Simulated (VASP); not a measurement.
# MnS (F-43m) in VASP: notebook

MnS is run at these levels: PBEsol; tasks: single point.

All numbers are computed with VASP 6.6.1; they aren't measurements. Logs are shortened: lines on timing, memory, paths and dates and some standing lists are left out, and cuts for length are marked.

**1. The cell of the first run**

The structure is cubic, space group F-43m (No. 216). Conventional cell: a = 5.753 Å, b = 5.753 Å, c = 5.753 Å, α = 90.00°, β = 90.00°, γ = 90.00°. Within 3.3 Å of Mn (site symmetry -43m) lie 4 S at 2.49 Å. Within 3.3 Å of S (site symmetry -43m) lie 4 Mn at 2.49 Å.

**2. Single point, PBEsol, collinear spin, ferromagnetic start (23.80 Å³/atom)**

The input, INCAR:

```
SYSTEM = MnS
ALGO = Normal
EDIFF = 1E-7
ENCUT = 520
GGA = PS
ISIF = 2
ISMEAR = 0
ISPIN = 2
LASPH = .TRUE.
LCHARG = .FALSE.
LMAXMIX = 4
LORBIT = 11
LREAL = .FALSE.
LWAVE = .FALSE.
MAGMOM = 0.438 0
NBANDS = 20
NELM = 150
NUPDOWN = 0.4375
PREC = Accurate
SIGMA = 0.15
```

The input, KPOINTS:

```
k-points
0
G
  16 16 16
  0 0 0
```

The input, POSCAR:

```
MnS
1.0
    0.0000000000      2.8762628353      2.8762628353
    2.8762628353      0.0000000000      2.8762628353
    2.8762628353      2.8762628353      0.0000000000
Mn S
1 1
Direct
    0.0000000000      0.0000000000      0.0000000000
    0.7500000000      0.7500000000      0.7500000000
```

Potentials or basis: VASP PAW PBE potentials, release 64 (Mn_pv, S).

Run with:

```bash
$ cat potpaw_PBE.64/Mn_pv/POTCAR potpaw_PBE.64/S/POTCAR > POTCAR
$ mpirun -np 1 vasp_std > vasp.out
```

OUTCAR:

```text
SYSTEM = MnS
   EDIFF = 1E-7
   ENCUT = 520
   GGA = PS
   ISIF = 2
   ISMEAR = 0
   ISPIN = 2
   LASPH = .TRUE.
   LORBIT = 11
   LREAL = .FALSE.
   NELM = 150
   NUPDOWN = 0.4375
   PREC = Accurate

 ion  position               nearest neighbor table
   1  0.000  0.000  0.000-   2 2.49   2 2.49   2 2.49   2 2.49
   2  0.750  0.750  0.750-   1 2.49   1 2.49   1 2.49   1 2.49

  LATTYP: Found a face centered cubic cell.
 ALAT       =     5.7525256706

  Lattice vectors:

 A1 = (   0.0000000000,   2.8762628353,   2.8762628353)
 A2 = (   2.8762628353,   0.0000000000,   2.8762628353)
 A3 = (   2.8762628353,   2.8762628353,   0.0000000000)

Analysis of symmetry for initial positions (statically):
=====================================================================
 Subroutine PRICEL returns:
 Original cell was already a primitive cell.

 Routine SETGRP: Setting up the symmetry group for a
 face centered cubic supercell.

 Subroutine GETGRP returns: Found 24 space group operations
 (whereof 24 operations were pure point group operations)
 out of a pool of 48 trial point group operations.

The static configuration has the point symmetry T_d .

Analysis of symmetry for dynamics (positions and initial velocities):
=====================================================================
 Subroutine PRICEL returns:
 Original cell was already a primitive cell.

 Routine SETGRP: Setting up the symmetry group for a
 face centered cubic supercell.

 Subroutine GETGRP returns: Found 24 space group operations
 (whereof 24 operations were pure point group operations)
 out of a pool of 48 trial point group operations.

The dynamic configuration has the point symmetry T_d .

Analysis of structural, dynamic, and magnetic symmetry:
=====================================================================
 Subroutine PRICEL returns:
 Original cell was already a primitive cell.

 Routine SETGRP: Setting up the symmetry group for a
 face centered cubic supercell.

 Subroutine GETGRP returns: Found 24 space group operations
 (whereof 24 operations were pure point group operations)
 out of a pool of 48 trial point group operations.

The overall configuration has the point symmetry T_d .

 Subroutine INISYM returns: Found 24 space group operations
 (whereof 24 operations are pure point group operations),
 and found     1 'primitive' translations

----------------------------------------------------------------------------------------

                                     Primitive cell

  volume of cell :      47.5900

  direct lattice vectors                    reciprocal lattice vectors
     0.000000000  2.876262835  2.876262835    -0.173836686  0.173836686  0.173836686
     2.876262835  0.000000000  2.876262835     0.173836686 -0.173836686  0.173836686
     2.876262835  2.876262835  0.000000000     0.173836686  0.173836686 -0.173836686

  length of vectors
     4.067649911  4.067649911  4.067649911     0.301093973  0.301093973  0.301093973

  position of ions in fractional coordinates (direct lattice)
     0.000000000  0.000000000  0.000000000
     0.750000000  0.750000000  0.750000000

  ion indices of the primitive-cell ions
   primitive index   ion index
                 1           1
                 2           2

----------------------------------------------------------------------------------------

 KPOINTS: k-points

Automatic generation of k-mesh.
 Grid dimensions read from file:
 generate k-points for:   16   16   16

 Generating k-lattice:

  Cartesian coordinates                     Fractional coordinates (reciprocal lattice)
    -0.010864793  0.010864793  0.010864793     0.062500000  0.000000000  0.000000000
     0.010864793 -0.010864793  0.010864793     0.000000000  0.062500000  0.000000000
     0.010864793  0.010864793 -0.010864793     0.000000000  0.000000000  0.062500000

  Length of vectors
     0.018818373  0.018818373  0.018818373

  Shift w.r.t. Gamma in fractional coordinates (k-lattice)
     0.000000000  0.000000000  0.000000000

 Subroutine IBZKPT returns following result:
 ===========================================

 Found    145 irreducible k-points:

 Following reciprocal coordinates:
            Coordinates               Weight
  0.000000  0.000000  0.000000      1.000000
  0.062500  0.000000  0.000000      8.000000
  0.125000  0.000000  0.000000      8.000000
  0.187500  0.000000  0.000000      8.000000
  0.250000  0.000000  0.000000      8.000000
  0.312500  0.000000  0.000000      8.000000
[... 16 lines left out ...]
 -0.125000  0.062500  0.000000     24.000000
 -0.062500  0.062500  0.000000     12.000000
 [... further k-points ...]
   k-points           NKPTS =    145   k-points in BZ     NKDIM =    145   number of bands    NBANDS=     20
   number of dos      NEDOS =    301   number of ions     NIONS =      2
   total plane-waves  NPLWV =  27000
   dimension x,y,z NGX =    30 NGY =   30 NGZ =   30
   dimension x,y,z NGXF=    60 NGYF=   60 NGZF=   60
   ions per type =               1   1
   NGX,Y,Z   is equivalent  to a cutoff of  12.26, 12.26, 12.26 a.u.
   NGXF,Y,Z  is equivalent  to a cutoff of  24.52, 24.52, 24.52 a.u.
 SYSTEM =  MnS
   PREC   = accura    normal or accurate (medium, high low for compatibility)
   ISTART =      0    job   : 0-new  1-cont  2-samecut
   ICHARG =      2    charge: 1-file 2-atom 10-const
   ISPIN  =      2    spin polarized calculation?
   LNONCOLLINEAR =      F non collinear calculations
   LSORBIT =      F    spin-orbit coupling
   LASPH  =      T    aspherical Exc in radial PAW
   ENCUT  =  520.0 eV  38.22 Ry    6.18 a.u.   7.56  7.56  7.56*2*pi/ulx,y,z
   NELM   =    150;   NELMIN=  2; NELMDL= -5     # of ELM steps
   EDIFF  = 0.1E-06   stopping-criterion for ELM
   LREAL  =      F    real-space projection
   EDIFFG = 0.1E-05   stopping-criterion for IOM
   NSW    =      0    number of steps for IOM
   IBRION =     -1    ionic relax: 0-MD 1-quasi-New 2-CG
   NFREE  =      0    steps in history (QN), initial steepest desc. (CG)
   ISIF   =      2    stress and relaxation
   ISYM   =      2    0-nonsym 1-usesym 2-fastsym
   POTIM  = 0.5000    time-step for ionic-motion
   TEBEG  =    0.0;   TEEND  =   0.0 temperature during run
   PSTRESS=    0.0 pullay stress
   NELECT =      19.0000    total number of electrons
   NUPDOWN=       0.4375    fix difference up-down
   EMIN   =  10.00;   EMAX   =-10.00  energy-range for DOS
   EFERMI =   0.00;   METHOD = LEGACY
   ISMEAR =     0;   SIGMA  =   0.15  broadening in eV -4-tet -1-fermi 0-gaus
   EFERMI_NEDOS =   21; number of points for ismear=-14 and -15
   IALGO  =     38    algorithm
   IMIX   =      4    mixing-type and parameters
     AMIX     =   0.40;   BMIX     =  1.00
     AMIX_MAG =   1.60;   BMIX_MAG =  1.00
  volume/ion in A,a.u.               =      23.80       160.58
  Fermi-wavevector in a.u.,A,eV,Ry     =   1.205464  2.277996 19.771206  1.453143
  Thomas-Fermi vector in A             =   2.341159
   LORBIT       =     11    0 simple, 1 ext, 2 COOP (PROOUT), +10 PAW based schemes
   GGA     = PS    functional components
   LHFCALC =     F    Hartree Fock is set to
   AEXX    =    0.0000 exact exchange contribution
   IVDW    =     0    specifies the selected vdW correction
   LEPSILON=     F    determine dielectric tensor
   LRPA    =     F    only Hartree local field effects (RPA)
 spin polarized calculation
 Gauss-broadening in eV      SIGMA  =   0.15
  energy-cutoff  :      520.00
  volume of cell :       47.59
 maximum number of plane-waves:      1303
   NGX = 15   NGY = 15   NGZ = 15

 number of electron      19.0000015 magnetization       0.4374996

 Free energy of the ion-electron system (eV)
  ---------------------------------------------------
  ext. energy  EPLUGINS =         0.00000000
  ---------------------------------------------------
  free energy    TOTEN  =       -12.74308232 eV

  energy without entropy =      -12.69292570  energy(sigma->0) =      -12.71800401

 E-fermi :   3.1667     XC(G=0):  -9.2670

 val. band max:        3.1643294196   @ k =   0.4375   0.0000   0.0000
 cond. band min:       3.1229039331   @ k =   0.3750   0.0625   0.0000
 fundamental gap:     -0.0414254866
 Fermi energy:         3.1072643505

 spin component 1

 k-point     1 :       0.0000    0.0000    0.0000
  band No.  band energies     occupation
      1     -44.8301      1.00000
      2     -44.8301      1.00000
      3     -44.8301      1.00000
      4     -10.1504      1.00000
      5      -0.2032      1.00000
      6      -0.2032      1.00000
[... 12 lines left out ...]
     19      15.3849      0.00000
     20      16.2696      0.00000

 k-point     2 :       0.0625    0.0000    0.0000
  band No.  band energies     occupation
      1     -44.8302      1.00000
      2     -44.8301      1.00000
      3     -44.8301      1.00000
      4     -10.1321      1.00000
      5      -0.2752      1.00000
      6      -0.1990      1.00000
[... 12 lines left out ...]
     19      15.4620      0.00000
     20      16.1642      0.00000

 k-point     3 :       0.1250    0.0000    0.0000
  band No.  band energies     occupation
      1     -44.8305      1.00000
      2     -44.8302      1.00000
      3     -44.8302      1.00000
      4     -10.0793      1.00000
      5      -0.4690      1.00000
      6      -0.1875      1.00000
[... 12 lines left out ...]
     19      15.2145      0.00000
     20      16.5672      0.00000

 k-point     4 :       0.1875    0.0000    0.0000
  band No.  band energies     occupation
      1     -44.8309      1.00000
      2     -44.8302      1.00000
      3     -44.8302      1.00000
      4      -9.9983      1.00000
      5      -0.7346      1.00000
      6      -0.1721      1.00000
[... 429 lines left out ...]
 k-point    23 :      -0.1250    0.0625    0.0000
  band No.  band energies     occupation
      1     -44.8307      1.00000
      2     -44.8303      1.00000
      3     -44.8302      1.00000
      4     -10.0401      1.00000
      5      -0.5877      1.00000
      6      -0.1987      1.00000
[... 12 lines left out ...]
     19      15.4395      0.00000
     20      16.7077      0.00000

 k-point    24 :      -0.0625    0.0625    0.0000
  band No.  band energies     occupation
      1     -44.8304      1.00000
      2     -44.8302      1.00000
      3     -44.8301      1.00000
      4     -10.1023      1.00000
      5      -0.3812      1.00000
      6      -0.2009      1.00000
[... 12 lines left out ...]
     19      15.6290      0.00000
     20      16.2542      0.00000

 [... further k-points ...]

 spin component 2

 k-point     1 :       0.0000    0.0000    0.0000
  band No.  band energies     occupation
      1     -44.3947      1.00000
      2     -44.3947      1.00000
      3     -44.3947      1.00000
      4     -10.1650      1.00000
      5      -0.2693      1.00000
      6      -0.2693      1.00000
[... 12 lines left out ...]
     19      15.3422      0.00000
     20      16.1706      0.00000

 k-point     2 :       0.0625    0.0000    0.0000
  band No.  band energies     occupation
      1     -44.3948      1.00000
      2     -44.3947      1.00000
      3     -44.3947      1.00000
      4     -10.1470      1.00000
      5      -0.3367      1.00000
      6      -0.2629      1.00000
[... 12 lines left out ...]
     19      15.3841      0.00000
     20      16.1318      0.00000

 k-point     3 :       0.1250    0.0000    0.0000
  band No.  band energies     occupation
      1     -44.3951      1.00000
      2     -44.3948      1.00000
      3     -44.3948      1.00000
      4     -10.0949      1.00000
      5      -0.5185      1.00000
      6      -0.2448      1.00000
[... 12 lines left out ...]
     19      15.1242      0.00000
     20      16.5906      0.00000

 k-point     4 :       0.1875    0.0000    0.0000
  band No.  band energies     occupation
      1     -44.3955      1.00000
      2     -44.3949      1.00000
      3     -44.3948      1.00000
      4     -10.0150      1.00000
      5      -0.7689      1.00000
      6      -0.2183      1.00000
[... 429 lines left out ...]
 k-point    23 :      -0.1250    0.0625    0.0000
  band No.  band energies     occupation
      1     -44.3953      1.00000
      2     -44.3949      1.00000
      3     -44.3948      1.00000
      4     -10.0562      1.00000
      5      -0.6286      1.00000
      6      -0.2543      1.00000
[... 12 lines left out ...]
     19      15.3900      0.00000
     20      16.7144      0.00000

 k-point    24 :      -0.0625    0.0625    0.0000
  band No.  band energies     occupation
      1     -44.3950      1.00000
      2     -44.3948      1.00000
      3     -44.3947      1.00000
      4     -10.1176      1.00000
      5      -0.4347      1.00000
      6      -0.2635      1.00000
[... 12 lines left out ...]
     19      15.5612      0.00000
     20      16.2491      0.00000

 [... further k-points ...]

------------------------ aborting loop because EDIFF is reached ----------------------------------------

  FORCE on cell =-STRESS in cart. coord.  units (eV):
  Direction    XX          YY          ZZ          XY          YZ          ZX
  --------------------------------------------------------------------------------------
  -------------------------------------------------------------------------------------
  Total       -6.4134612     -6.4134612     -6.4134612      0.0000000      0.0000000     -0.0000000
  in kB     -215.9172555   -215.9172555   -215.9172555      0.0000000      0.0000000     -0.0000000
  external PRESSURE =    -215.9172555 kB  Pullay stress =       0.0000000 kB

 VOLUME and BASIS-vectors are now :
 -----------------------------------------------------------------------------
  energy-cutoff  :      520.00
  volume of cell :       47.59
      direct lattice vectors                 reciprocal lattice vectors
     0.000000000  2.876262835  2.876262835    -0.173836686  0.173836686  0.173836686
     2.876262835  0.000000000  2.876262835     0.173836686 -0.173836686  0.173836686
     2.876262835  2.876262835  0.000000000     0.173836686  0.173836686 -0.173836686

 POSITION                                       TOTAL-FORCE (eV/Angst)
 -----------------------------------------------------------------------------------
      0.00000      0.00000      0.00000        -0.000000     -0.000000     -0.000000
      4.31439      4.31439      4.31439         0.000000      0.000000      0.000000
 -----------------------------------------------------------------------------------
    total drift:                                0.000001      0.000001      0.000001

  FREE ENERGIE OF THE ION-ELECTRON SYSTEM (eV)
  ---------------------------------------------------
  free  energy   TOTEN  =       -12.7430823191 eV

  energy  without entropy=      -12.6929257019  energy(sigma->0) =      -12.71800401

 total charge

# of ion       s       p       d       tot
------------------------------------------
    1        0.224   6.138   5.043  11.405
    2        1.317   2.264   0.000   3.581
--------------------------------------------------
tot          1.542   8.402   5.043  14.987

 magnetization (x)

# of ion       s       p       d       tot
------------------------------------------
    1        0.009   0.001   0.438   0.449
    2       -0.005  -0.013   0.000  -0.018
--------------------------------------------------
tot          0.004  -0.012   0.438   0.430
```

Wall time 4.9 min (1 thread of Intel Xeon 6975P-C (Granite Rapids), shared host); peak memory 0.33 GiB.

Results:

```
Free energy                                           : -12.7431 eV
Pressure                                              : -21.6 GPa
Net moment                                            : 0.44 μB per cell
Site moments                                          : Mn +0.45; S -0.02 μB
Valence electrons inside the program's atomic spheres : Mn 11.40; S 3.58
```

Caveat: the cell stands under tension; the PAW data sets were made with another functional, which shifts forces and pressure a little; the total moment is fixed, so each spin has its own Fermi level and the state may be an excited one; a cell with one magnetic atom can't hold antiferromagnetic order, which such compounds often take.

**3. Single point, PBEsol, collinear spin, ferromagnetic start (23.80 Å³/atom)**

The input, INCAR:

```
PREC     = Accurate       # precision mode
ENCUT    = 520            # plane-wave cutoff, eV
EDIFF    = 1E-6           # SCF threshold, eV
ISMEAR   = 0              # smearing method
SIGMA    = 0.15           # smearing width, eV
LREAL    = F              # projectors in reciprocal space
LASPH    = T              # aspherical terms in the spheres
NELM     = 150            # most SCF steps
ALGO     = Normal         # electronic algorithm
ISIF     = 2              # what is computed and relaxed
LWAVE    = F              # write WAVECAR
LCHARG   = T              # write CHGCAR
ISPIN    = 2              # spin polarisation
MAGMOM   = 1.312 0        # initial moments
LORBIT   = 11             # projections on sites
NUPDOWN  = 1.3125         # fixed moment
LMAXMIX  = 4              # l up to which the mixer works
GGA      = PS             # functional
LELF     = T              # ELF
LVHAR    = T            
NBANDS   = 20             # bands
```

The input, KPOINTS:

```
Automatic mesh
0
Gamma
  16 16 16
```

POSCAR is that of step 2.

Potentials or basis: VASP PAW PBE potentials, release 64 (Mn_pv, S).

Run with:

```bash
$ cat potpaw_PBE.64/Mn_pv/POTCAR potpaw_PBE.64/S/POTCAR > POTCAR
$ mpirun -np 1 vasp_std > vasp.out
```

It took 2 min on 1 thread of Intel Xeon 6975P-C (Granite Rapids), shared host; peak memory 0.33 GiB.

The run converged. Its results:

- Free energy: -12.8992 eV
- Pressure: -22.2 GPa
- Net moment: 1.31 μB per cell
- Site moments: Mn +1.40; S -0.09 μB
- Valence electrons inside the program's atomic spheres: Mn 11.41; S 3.58

Caveat: the cell stands under tension; the PAW data sets were made with another functional, which shifts forces and pressure a little; the total moment is fixed, so each spin has its own Fermi level and the state may be an excited one; a cell with one magnetic atom can't hold antiferromagnetic order, which such compounds often take.
